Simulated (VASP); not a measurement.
# InP (P-6m2) in VASP: single point with PBE

Aim: the single point of InP with PBE.

Everything below comes from runs of VASP 6.6.1. Logs are shortened: lines on timing, memory, paths and dates and some standing lists are left out, and cuts for length are marked.

**1. The cell of the first run**

It takes space group P-6m2 (No. 187, hexagonal). The conventional cell has a = 4.051 Å, b = 4.051 Å, c = 3.196 Å, α = 90.00°, β = 90.00°, γ = 120.00°. In (site symmetry -6m2) has 6 P at 2.83 Å and 2 In at 3.20 Å within 3.7 Å. Within 3.7 Å of P (site symmetry -6m2) lie 6 In at 2.83 Å and 2 P at 3.20 Å.

**2. Single point, PBE**

File INCAR:

```
ALGO     = Normal         # electronic algorithm
EDIFF    = 1E-6           # SCF threshold, eV
ENCUT    = 500            # plane-wave cutoff, eV
GGA      = PE             # functional
GGA_COMPAT= False        
ISIF     = 2              # what is computed and relaxed
ISMEAR   = 0              # smearing method
LASPH    = True           # aspherical terms in the spheres
LCHARG   = True           # write CHGCAR
LELF     = True           # ELF
LREAL    = False          # projectors in reciprocal space
LVHAR    = True         
LWAVE    = False          # write WAVECAR
NBANDS   = 16             # bands
NELM     = 120            # most SCF steps
PREC     = Accurate       # precision mode
SIGMA    = 0.2            # smearing width, eV
```

File KPOINTS:

```
k-points
0
Gamma
  7 7 4
```

File POSCAR:

```
InP
1.0
    4.0506375827     -0.0000000038      0.0000000000
   -2.0253187880      3.5079550500      0.0000000000
    0.0000000000      0.0000000000      3.1964912601
In P
1 1
Direct
    0.0000000000      0.0000000000      0.5000000000
    0.6666666667      0.3333333333      0.0000000000
```

Potentials or basis: VASP PAW PBE potentials, release 64 (In_d, P).

Command:

```bash
cat potpaw_PBE.64/In_d/POTCAR potpaw_PBE.64/P/POTCAR > POTCAR
mpirun -np 1 vasp_std > vasp.out
```

OUTCAR:

```text
EDIFF = 1E-6
   ENCUT = 500
   GGA = PE
   ISIF = 2
   ISMEAR = 0
   LASPH = True
   LREAL = False
   NELM = 120
   PREC = Accurate

 ion  position               nearest neighbor table
   1  0.000  0.000  0.500-   2 2.83   2 2.83   2 2.83   2 2.83   2 2.83   2 2.83
   2  0.667  0.333  0.000-   1 2.83   1 2.83   1 2.83   1 2.83   1 2.83   1 2.83

  LATTYP: Found a hexagonal cell.
 ALAT       =     4.0506375827
 C/A-ratio  =     0.7891328698

  Lattice vectors:

 A1 = (   4.0506375827,  -0.0000000038,   0.0000000000)
 A2 = (  -2.0253187880,   3.5079550500,   0.0000000000)
 A3 = (   0.0000000000,   0.0000000000,   3.1964912601)

Analysis of symmetry for initial positions (statically):
=====================================================================
 Subroutine PRICEL returns:
 Original cell was already a primitive cell.

 Routine SETGRP: Setting up the symmetry group for a
 hexagonal supercell.

 Subroutine GETGRP returns: Found 12 space group operations
 (whereof 12 operations were pure point group operations)
 out of a pool of 24 trial point group operations.

The static configuration has the point symmetry D_3h.

Analysis of symmetry for dynamics (positions and initial velocities):
=====================================================================
 Subroutine PRICEL returns:
 Original cell was already a primitive cell.

 Routine SETGRP: Setting up the symmetry group for a
 hexagonal supercell.

 Subroutine GETGRP returns: Found 12 space group operations
 (whereof 12 operations were pure point group operations)
 out of a pool of 24 trial point group operations.

The dynamic configuration has the point symmetry D_3h.

 Subroutine INISYM returns: Found 12 space group operations
 (whereof 12 operations are pure point group operations),
 and found     1 'primitive' translations

----------------------------------------------------------------------------------------

                                     Primitive cell

  volume of cell :      45.4204

  direct lattice vectors                    reciprocal lattice vectors
     4.050637583 -0.000000004  0.000000000     0.246874715  0.142533183  0.000000000
    -2.025318788  3.507955050  0.000000000     0.000000000  0.285066367  0.000000000
[... 81 lines left out ...]
   LASPH  =      T    aspherical Exc in radial PAW
   ENCUT  =  500.0 eV  36.75 Ry    6.06 a.u.   7.39  7.39  5.83*2*pi/ulx,y,z
   NELM   =    120;   NELMIN=  2; NELMDL= -5     # of ELM steps
   EDIFF  = 0.1E-05   stopping-criterion for ELM
   LREAL  =      F    real-space projection
   EDIFFG = 0.1E-04   stopping-criterion for IOM
   NSW    =      0    number of steps for IOM
   IBRION =     -1    ionic relax: 0-MD 1-quasi-New 2-CG
   NFREE  =      0    steps in history (QN), initial steepest desc. (CG)
   ISIF   =      2    stress and relaxation
   ISYM   =      2    0-nonsym 1-usesym 2-fastsym
   POTIM  = 0.5000    time-step for ionic-motion
   TEBEG  =    0.0;   TEEND  =   0.0 temperature during run
   PSTRESS=    0.0 pullay stress
   NELECT =      18.0000    total number of electrons
   NUPDOWN=      -1.0000    fix difference up-down
   EMIN   =  10.00;   EMAX   =-10.00  energy-range for DOS
   EFERMI =   0.00;   METHOD = LEGACY
   ISMEAR =     0;   SIGMA  =   0.20  broadening in eV -4-tet -1-fermi 0-gaus
   EFERMI_NEDOS =   21; number of points for ismear=-14 and -15
   IALGO  =     38    algorithm
   IMIX   =      4    mixing-type and parameters
     AMIX     =   0.40;   BMIX     =  1.00
     AMIX_MAG =   1.60;   BMIX_MAG =  1.00
  volume/ion in A,a.u.               =      22.71       153.26
  Fermi-wavevector in a.u.,A,eV,Ry     =   1.202492  2.272379 19.673832  1.445986
  Thomas-Fermi vector in A             =   2.338271
   LORBIT       =      0    0 simple, 1 ext, 2 COOP (PROOUT), +10 PAW based schemes
   GGA     = PE    functional components
   LHFCALC =     F    Hartree Fock is set to
   AEXX    =    0.0000 exact exchange contribution
   IVDW    =     0    specifies the selected vdW correction
   LEPSILON=     F    determine dielectric tensor
   LRPA    =     F    only Hartree local field effects (RPA)
 non-spin polarized calculation
 Gauss-broadening in eV      SIGMA  =   0.20
  energy-cutoff  :      500.00
  volume of cell :       45.42
 maximum number of plane-waves:      1194
 NGX is ok and might be reduce to    30
   NGX = 15   NGY = 15   NGZ = 11

 number of electron      18.0000007 magnetization

 Free energy of the ion-electron system (eV)
  ---------------------------------------------------
  ext. energy  EPLUGINS =         0.00000000
  ---------------------------------------------------
  free energy    TOTEN  =        -7.69233200 eV

  energy without entropy =       -7.67961423  energy(sigma->0) =       -7.68597311

 E-fermi :   7.0476     XC(G=0): -10.0143

 val. band max:        7.0447430457   @ k =   0.1429   0.0000   0.0000
 cond. band min:       7.0691687287   @ k =   0.0000   0.0000   0.2500
 fundamental gap:      0.0244256830
 Fermi energy:         7.0476270444

 k-point     1 :       0.0000    0.0000    0.0000
  band No.  band energies     occupation
      1      -8.0514      2.00000
      2      -7.8291      2.00000
      3      -7.8291      2.00000
      4      -7.6955      2.00000
      5      -7.6955      2.00000
      6      -5.4948      2.00000
[... 433 lines left out ...]
      3      -7.7882      2.00000
      4      -7.7424      2.00000
      5      -7.5739      2.00000
      6      -1.8077      2.00000
[... 8 lines left out ...]
     15      17.6242      0.00000
     16      18.7312      0.00000

------------------------ aborting loop because EDIFF is reached ----------------------------------------

  FORCE on cell =-STRESS in cart. coord.  units (eV):
  Direction    XX          YY          ZZ          XY          YZ          ZX
  --------------------------------------------------------------------------------------
  -------------------------------------------------------------------------------------
  Total        0.0353144      0.0353144     -0.0569372      0.0000000     -0.0000000      0.0000000
  in kB        1.2456958      1.2456958     -2.0084248      0.0000000     -0.0000000      0.0000000
  external PRESSURE =       0.1609889 kB  Pullay stress =       0.0000000 kB

 VOLUME and BASIS-vectors are now :
 -----------------------------------------------------------------------------
  energy-cutoff  :      500.00
  volume of cell :       45.42
      direct lattice vectors                 reciprocal lattice vectors
     4.050637583 -0.000000004  0.000000000     0.246874715  0.142533183  0.000000000
    -2.025318788  3.507955050  0.000000000     0.000000000  0.285066367  0.000000000
     0.000000000  0.000000000  3.196491260     0.000000000  0.000000000  0.312843027

 POSITION                                       TOTAL-FORCE (eV/Angst)
 -----------------------------------------------------------------------------------
      0.00000      0.00000      1.59825        -0.000000     -0.000000      0.000000
      2.02532      1.16932      0.00000         0.000000      0.000000      0.000000
 -----------------------------------------------------------------------------------
    total drift:                               -0.000000      0.000000      0.000000

  FREE ENERGIE OF THE ION-ELECTRON SYSTEM (eV)
  ---------------------------------------------------
  free  energy   TOTEN  =        -7.6923319964 eV

  energy  without entropy=       -7.6796142289  energy(sigma->0) =       -7.68597311
```

stdout:

```text
POSCAR found type information on POSCAR InP
 POSCAR found :  2 types and       2 ions
 scaLAPACK will be used
 LDA part: xc-table for (Slater+PW92), standard interpolation
 POSCAR, INCAR and KPOINTS ok, starting setup
 FFT: planning ... GRIDC
 FFT: planning ... GRID_SOFT
 FFT: planning ... GRID
 WAVECAR not read
 entering main loop
```

Wall time 7.2 s (1 thread of Intel Xeon Platinum 8481C at 2.70GHz (Sapphire Rapids), shared host); peak memory 0.16 GiB.

Results:

- Free energy: -7.6923 eV
- Pressure: 0.0 GPa
- Band gap on the k mesh: zero (band 9 reaches 8.45 eV, above the bottom of band 10 at 5.36 eV)

Stress tensor (GPa, compression positive):
```
 0.12  0.00  0.00
 0.00  0.12  0.00
 0.00  0.00 -0.20
```

Caveat: the k points lie up to 0.49 Å⁻¹ apart; spin-orbit coupling is left out, which moves the levels of the heavy elements.
